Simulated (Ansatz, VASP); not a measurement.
One calculation of Zn2C, two programs

File INCAR:

```
  PREC = Accurate
  ENCUT = 520
  EDIFF = 1E-8
  ISMEAR = -1
  SIGMA = 0.08
  LREAL = F
  LASPH = T
  NELM = 100
  ALGO = Normal
  ISIF = 2
  LWAVE = F
  LCHARG = F
  GGA = PE
  LEFG = T
  NBANDS = 21
```

File KPOINTS:

```
regular mesh
0
Gamma
  11 11 11
```

Contents of POSCAR:

```
Zn2C
1.0
    0.0000000000      2.5523370305      2.6044255414
    2.5523370305      0.0000000000      2.6044255414
    2.5523370305      2.5523370305      0.0000000000
C Zn
1 2
Direct
    0.0000000000      0.0000000000      0.0000000000
    0.2500000000      0.2500000000      0.2500000000
    0.7500000000      0.7500000000      0.7500000000
```

Input for Ansatz:

```yaml
crystal:
  lattice:
    - [0.0, 2.5523370305, 2.6044255414]
    - [2.5523370305, 0.0, 2.6044255414]
    - [2.5523370305, 2.5523370305, 0.0]
  atoms:
    - { symbol: C, position: [0.0, 0.0, 0.0] }
    - { symbol: Zn, position: [0.25, 0.25, 0.25] }
    - { symbol: Zn, position: [0.75, 0.75, 0.75] }
kpoints:
  mp_grid: { grid: [11, 11, 11] }
scf:
  occupations: { method: fermi_dirac, width: 0.08 }
hamiltonian:
  xc: pbe
  pseudopotentials: { kind: paw }
output:
  forces: true
  stress: true
  eigenvalues: true
  efg: { contact_densities: true }
```

Change from the starting cell: x and y stretched by -2 %, z held, PAW files.

Alike in both runs: task electric field gradients; functional PBE; k mesh 11 × 11 × 11; occupations fermi-dirac, width 0.08 eV; no spin polarisation.

|  | VASP | Ansatz |
| --- | --- | --- |
| version | VASP 6.6.1 | Ansatz 0.2.0 |
| potentials or method | VASP PAW PBE potentials, release 64 (C, Zn) | PAW with Ansatz's default frozen-core files, scalar-relativistic |
| plane-wave cutoff (eV) | 520 | 420 |
| valence electrons in the cell | 28 | 28 |

Ansatz gave:

```
pressure (GPa)                                                : 5.9
traceless stress, the component that is largest in VASP (GPa) : -3.35
size of Vzz on the site where it differs most (V/Å²)          : 0.7
```

Problem. Estimate VASP's values.

Solution. Pressure (GPa): 6.5; traceless stress, the component that is largest in VASP (GPa): -3.37; size of Vzz on the site where it differs most (V/Å²): 0.6.
